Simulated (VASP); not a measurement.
Wanted: the native input for a VASP 6.6.1 run.

- Task: single point
- Functional: BLYP
- Dispersion: D3(BJ)
- Potentials or basis: VASP PAW PBE potentials, release 64 (K_sv, Cl)
- Cutoff: 520 eV
- k mesh: 7 × 7 × 7
- Occupations: gaussian, width 0.1 eV
- Spin: collinear spin, ferromagnetic start
- Starting moments: [0.5, 0.0] μB
- Dipole correction: no
- Further INCAR settings: ALGO = Normal; EDIFF = 1e-06; NBANDS = 19

The structure of KCl (Sylvite) lies in POSCAR:

```
KCl
1.0
    0.0000000000      3.1464700000      3.1464700000
    3.1464700000      0.0000000000      3.1464700000
    3.1464700000      3.1464700000      0.0000000000
K Cl
1 1
Direct
    0.0000000000      0.0000000000      0.0000000000
    0.5000000000      0.5000000000      0.5000000000
```

These files were run (other wordings do the same):

INCAR

```
SYSTEM = KCl
PREC = Accurate
ENCUT = 520
EDIFF = 1E-6
ISMEAR = 0
SIGMA = 0.1
LREAL = .FALSE.
LASPH = .TRUE.
NELM = 150
ALGO = Normal
ISIF = 2
LWAVE = .FALSE.
LCHARG = .TRUE.
ISPIN = 2
MAGMOM = 0.5 0
LORBIT = 11
GGA = B5
ALDAX = 1.0
AGGAX = 1.0
AGGAC = 1.0
ALDAC = 0.0
IVDW = 12
VDW_S6 = 1.0
VDW_S8 = 2.6996
VDW_A1 = 0.4298
VDW_A2 = 4.2359
LELF = .TRUE.
LVHAR = .TRUE.
NBANDS = 19
```

KPOINTS

```
regular mesh
0
G
  7 7 7
  0 0 0
```

Potentials or basis: VASP PAW PBE potentials, release 64 (K_sv, Cl).

The run is started by

```bash
$ cat potpaw_PBE.64/K_sv/POTCAR potpaw_PBE.64/Cl/POTCAR > POTCAR
$ mpirun -np 1 vasp_std > vasp.out
```

Results of the run:

```
Pressure                                              : -0.8 GPa
Band gap on the k mesh                                : 5.18 eV, direct
Net moment                                            : 0.00 μB per cell
Valence electrons inside the program's atomic spheres : K 7.53; Cl 5.17
Dispersion energy per atom                            : -0.450 eV
```

Caveat: the PAW data sets were made with another functional, which shifts forces and pressure a little.

Run time: 43 s on 1 thread of Intel(R) Xeon(R) Platinum 8488C (Sapphire Rapids), with other jobs on the host, peak memory 0.26 GiB.
